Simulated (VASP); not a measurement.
Wanted: the native input for a VASP 6.6.1 run.

```
Task                   : single point
Functional             : PBE
Potentials or basis    : VASP PAW PBE potentials, release 64 (Si, W_sv)
Cutoff                 : 500 eV
k mesh                 : 13 × 13 × 13
Occupations            : fermi-dirac, width 0.15 eV
Spin                   : no spin polarisation
Dipole correction      : no
Further INCAR settings : ALGO = Normal; EDIFF = 1e-06; NBANDS = 18
```

The structure of Si2W lies in POSCAR:

```
Si2W
1.0
   -1.6069000000      1.6069000000      3.9149500000
    1.6069000000     -1.6069000000      3.9149500000
    1.6069000000      1.6069000000     -3.9149500000
Si W
2 1
Direct
    0.3347000000      0.3347000000      0.0000000000
    0.6653000000      0.6653000000      0.0000000000
    0.0000000000      0.0000000000      0.0000000000
```

One way to write it, as run:

INCAR

```
SYSTEM = Si2W
  PREC = Accurate
  ENCUT = 500
  EDIFF = 1E-6
  ISMEAR = -1
  SIGMA = 0.15
  LREAL = .FALSE.
  LASPH = .TRUE.
  NELM = 120
  ALGO = Normal
  ISIF = 2
  LWAVE = .FALSE.
  LCHARG = .FALSE.
  GGA = PE
  NBANDS = 18
  GGA_COMPAT = .FALSE.
```

KPOINTS

```
Automatic mesh
0
G
  13 13 13
  0 0 0
```

Potentials or basis: VASP PAW PBE potentials, release 64 (Si, W_sv).

The run is started by

```console
$ cat potpaw_PBE.64/Si/POTCAR potpaw_PBE.64/W_sv/POTCAR > POTCAR
$ mpirun -np 1 vasp_std > vasp.out
```

Results of the run:

```json
{
 "Pressure": "3.5 GPa",
 "Largest force": "0.083 eV/Å",
 "Band gap on the k mesh": "zero (bands 11 and 12 overlap by 1.20 eV)"
}
```

Caveat: the cell stands under pressure; spin-orbit coupling is left out, which moves the levels of the heavy elements.

It took 2.9 min on 1 thread of AMD EPYC 7R13 Processor (Zen 3), with other jobs on the host, peak memory 0.26 GiB.
